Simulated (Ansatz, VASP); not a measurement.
## ZnS: VASP beside Ansatz

The input INCAR:

```
  PREC = Accurate
  ENCUT = 520
  EDIFF = 1E-6
  ISMEAR = 0
  SIGMA = 0.05
  LREAL = F
  LASPH = T
  NELM = 100
  ALGO = Normal
  ISIF = 2
  LWAVE = F
  LCHARG = F
  GGA = PS
  NBANDS = 26
```

File KPOINTS:

```
Automatic mesh
0
Gamma
  9 9 6
```

POSCAR

```
ZnS
1.0
    3.8311821878      0.0000000000      0.0000000000
   -1.9155910939      3.3179011011      0.0000000000
    0.0000000000      0.0000000000      6.2903751065
Zn S
2 2
Direct
    0.3333333333      0.6666666667      0.0054424479
    0.6666666667      0.3333333333      0.5054424479
    0.3333333333      0.6666666667      0.3795575521
    0.6666666667      0.3333333333      0.8795575521
```

Input for Ansatz:

```yaml
crystal:
  lattice:
    - [3.8311821878, 0.0, 0.0]
    - [-1.9155910939, 3.3179011011, 0.0]
    - [0.0, 0.0, 6.2903751065]
  atoms:
    - { symbol: Zn, position: [0.3333333333, 0.6666666667, 0.0054424479] }
    - { symbol: Zn, position: [0.6666666667, 0.3333333333, 0.5054424479] }
    - { symbol: S, position: [0.3333333333, 0.6666666667, 0.3795575521] }
    - { symbol: S, position: [0.6666666667, 0.3333333333, 0.8795575521] }
basis:
  ecutwfc: 520.0
kpoints:
  mp_grid: { grid: [9, 9, 6] }
hamiltonian:
  xc: pbesol
  pseudopotentials: { kind: paw }
scf:
  occupations: { method: gaussian, width: 0.05 }
output:
  forces: true
  stress: true
  eigenvalues: true
```

Alike in both runs: task single point; functional PBEsol; k mesh 9 × 9 × 6; occupations gaussian, width 0.05 eV; no spin polarisation.

|  | VASP | Ansatz |
| --- | --- | --- |
| version | VASP 6.6.1 | Ansatz 0.2.0 |
| potentials or method | VASP PAW PBE potentials, release 64 (Zn, S), cutoff 520 eV | scalar-relativistic, plane waves, PAW |
| valence electrons in the cell | 36 | 36 |

|  | VASP | Ansatz | Ansatz less VASP |
| --- | --- | --- | --- |
| gap on the k mesh at the Fermi level (eV) | 1.99 | 1.98 | -0.003 |
| least direct gap on the mesh (eV) | 1.99 | 1.98 | -0.003 |
| pressure (GPa) | -2.6 | -2.8 | -0.17 |
| traceless stress, the component that is largest in VASP (GPa) | -0.07 | -0.06 | +0.003 |
| rms of the force components (eV/Å) | 0.005 | 0.005 | +0.0004 |

VASP's potentials were made for PBE, not for PBEsol. Atom by atom the forces differ by 0.000 eV/Å (rms over components).
